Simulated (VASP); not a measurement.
Set up this calculation in VASP 6.6.1, as the native input.

```
Task                   : relaxation of shape and atoms at fixed volume
Functional             : PBE
Potentials or basis    : VASP PAW PBE potentials, release 64 (Ta_pv, N)
Cutoff                 : 600 eV
k mesh                 : 18 × 18 × 14
Occupations            : gaussian, width 0.1 eV
Spin                   : no spin polarisation
Dipole correction      : no
Further INCAR settings : ALGO = Normal; EDIFF = 1e-07; IBRION = 2; EDIFFG = -0.01; NSW = 50; ISIF = 4
```

The structure of TaN lies in POSCAR:

```
TaN
1.0
    2.8216106074      0.0000000000      0.0000000000
   -1.4108053037      2.4435864656      0.0000000000
    0.0000000000      0.0000000000      2.7877323333
Ta N
1 1
Direct
    0.3333333333      0.6666666667      0.5000000000
    0.0000000000      0.0000000000      0.0000000000
```

The input as run:

INCAR

```
ALGO = Normal
EDIFF = 1E-7
EDIFFG = -0.01
ENCUT = 600
GGA = PE
IBRION = 2
ISIF = 4
ISMEAR = 0
LASPH = T
LCHARG = F
LREAL = F
LWAVE = F
NELM = 80
NSW = 50
PREC = Accurate
SIGMA = 0.1
```

KPOINTS

```
k-points
0
Gamma
  18 18 14
```

Potentials or basis: VASP PAW PBE potentials, release 64 (Ta_pv, N).

The run is started by

```bash
$ cat potpaw_PBE.64/Ta_pv/POTCAR potpaw_PBE.64/N/POTCAR > POTCAR
$ mpirun -np 1 vasp_std > vasp.out
```

It gave:

```json
{
  "Energy gained by relaxing": "0.1 meV/atom",
  "Ionic steps": "3",
  "Pressure after relaxing": "57.9 GPa",
  "Band gap on the k mesh": "zero (bands 8 and 9 overlap by 0.30 eV)"
}
```

Caveat: spin-orbit coupling is left out, which moves the levels of the heavy elements.

It took 82 s on 1 thread of AMD EPYC 9R45 96-Core Processor (Zen 5), with other jobs on the host, peak memory 0.18 GiB.
